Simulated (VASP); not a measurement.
W: single point with LDA

Crystal: W.

```xyz
1
Lattice="0.0000 1.8351 2.1415 1.8351 0.0000 2.1415 1.8351 1.8351 0.0000" Properties=species:S:1:pos:R:3 pbc="T T T"
W     0.0000    0.0000    0.0000
```

| Quantity | Value |
| --- | --- |
| Program | VASP 6.6.1 |
| Task | single point |
| Functional | LDA |
| Potentials or basis | VASP PAW LDA potentials, release 64 (W_sv) |
| Cutoff | 520 eV |
| k mesh | 22 × 22 × 22 |
| Occupations | gaussian, width 0.15 eV |
| Spin | no spin polarisation |
| Dipole correction | no |
| Further INCAR settings | ALGO = Fast; EDIFF = 1e-07; NBANDS = 13 |

```
Pressure               : 35.0 GPa
Band gap on the k mesh : zero (bands 7 and 8 overlap by 5.41 eV)
```

Stress tensor (GPa, compression positive):
```
34.37  0.00  0.00
 0.00 34.37  0.00
 0.00  0.00 36.36
```

Levels at points of the mesh, in eV from the Fermi level:
```csv
k point,band 3,band 4,band 5,band 6,band 7,band 8,band 9,band 10,band 11,band 12
"(0.00, 0.00, 0.00)",-37.02,-37.02,-9.92,-2.68,-0.14,-0.14,0.34,4.31,13.00,15.23
"(0.50, 0.00, 0.00)",-37.59,-37.07,-6.71,-2.60,-0.14,0.97,4.90,5.95,12.13,12.38
"(0.50, 0.50, 0.00)",-37.40,-37.40,-6.85,-5.56,1.58,5.92,6.22,6.22,12.49,14.29
"(0.50, 0.00, 0.50)",-38.17,-37.68,-6.87,-5.73,4.64,4.75,4.81,8.10,10.51,13.64
```

It took 110 s on 1 thread of Intel(R) Xeon(R) 6975P-C (Granite Rapids), with other jobs on the host, peak memory 0.25 GiB.

Caveat: the cell stands under pressure; spin-orbit coupling is left out, which moves the levels of the heavy elements.
